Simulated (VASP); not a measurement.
Write the native input for VASP 6.6.1 that does the following.

- Task: relaxation of cell and atoms
- Functional: PBEsol
- Potentials or basis: VASP PAW PBE potentials, release 64 (Cu)
- Cutoff: 600 eV
- k mesh: 28 × 28 × 28
- Occupations: fermi-dirac, width 0.05 eV
- Spin: no spin polarisation
- Dipole correction: no
- Further INCAR settings: ALGO = Normal; EDIFF = 1e-07; IBRION = 2; EDIFFG = -0.002; NSW = 100; ISIF = 3

The structure of Cu lies in POSCAR:

```
Cu
1.0
    0.0000000000      1.8075000000      1.8075000000
    1.8075000000      0.0000000000      1.8075000000
    1.8075000000      1.8075000000      0.0000000000
Cu
1
Direct
    0.0000000000      0.0000000000      0.0000000000
```

The input as run:

INCAR

```
SYSTEM = Cu
  PREC = Accurate
  ENCUT = 600
  EDIFF = 1E-7
  ISMEAR = -1
  SIGMA = 0.05
  LREAL = .False.
  LASPH = .True.
  NELM = 100
  ALGO = Normal
  ISIF = 3
  LWAVE = .False.
  LCHARG = .False.
  GGA = PS
  IBRION = 2
  NSW = 100
  EDIFFG = -0.002
```

KPOINTS

```
Automatic mesh
0
Gamma
  28 28 28
  0 0 0
```

Potentials or basis: VASP PAW PBE potentials, release 64 (Cu).

Command:

```sh
$ cat potpaw_PBE.64/Cu/POTCAR > POTCAR
$ mpirun -np 1 vasp_std > vasp.out
```

It gave:

```yaml
Relaxed_volume: 11.36 Å³/atom
Relaxed_cell: a = 2.523 Å, b = 2.523 Å, c = 2.523 Å, α = 60.00°, β = 60.00°, γ = 60.00°
Space_group_after_relaxing_to_0.1_Å: Fm-3m (No. 225)
Energy_gained_by_relaxing: 8.4 meV/atom
Ionic_steps: 3
Pressure_after_relaxing: 0.0 GPa
Band_gap_on_the_k_mesh: zero (an odd number of electrons rules out a gap without spin polarisation)
```

Caveat: the PAW data sets were made with another functional, which shifts forces and pressure a little.

Wall time 3.4 min on 1 thread of Intel Xeon 8259CL, with other jobs on the host, peak memory 0.21 GiB.
